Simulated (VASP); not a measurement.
Ti, 1 atom in the cell. Symmetry: Im-3m, No. 229, cubic system. Conventional cell: a = 3.325 Å, b = 3.325 Å, c = 3.325 Å, α = 90.00°, β = 90.00°, γ = 90.00°. Within 3.8 Å of Ti (site symmetry m-3m) lie 14 Ti at 2.88 to 3.33 Å. 

| Property | Result |
| --- | --- |
| Program | VASP 6.6.1 |
| Task | single point |
| Functional | r2SCAN |
| Potentials or basis | VASP PAW PBE potentials, release 64 (Ti_sv) |
| Cutoff | 520 eV |
| k mesh | 11 × 11 × 11 |
| Occupations | fermi-dirac, width 0.05 eV |
| Spin | no spin polarisation |
| Dipole correction | no |
| Further INCAR settings | ALGO = Normal; EDIFF = 1e-06; NBANDS = 12 |

Potentials or basis: VASP PAW PBE potentials, release 64 (Ti_sv).

Command:

```bash
$ cat potpaw_PBE.64/Ti_sv/POTCAR > POTCAR
$ cp INCAR.step1 INCAR
$ mpirun -np 1 vasp_std > vasp.out
$ cp INCAR.step2 INCAR
$ mpirun -np 1 vasp_std > vasp.out
```

Hardware: 1 thread of Intel(R) Xeon(R) 6975P-C (Granite Rapids), with other jobs on the host.

**Question.** Estimate the wall time of this run.

**Answer.** Wall time 20 s on 1 thread of Intel(R) Xeon(R) 6975P-C (Granite Rapids), on a shared host, peak memory 0.14 GiB. Counts: k points 56.
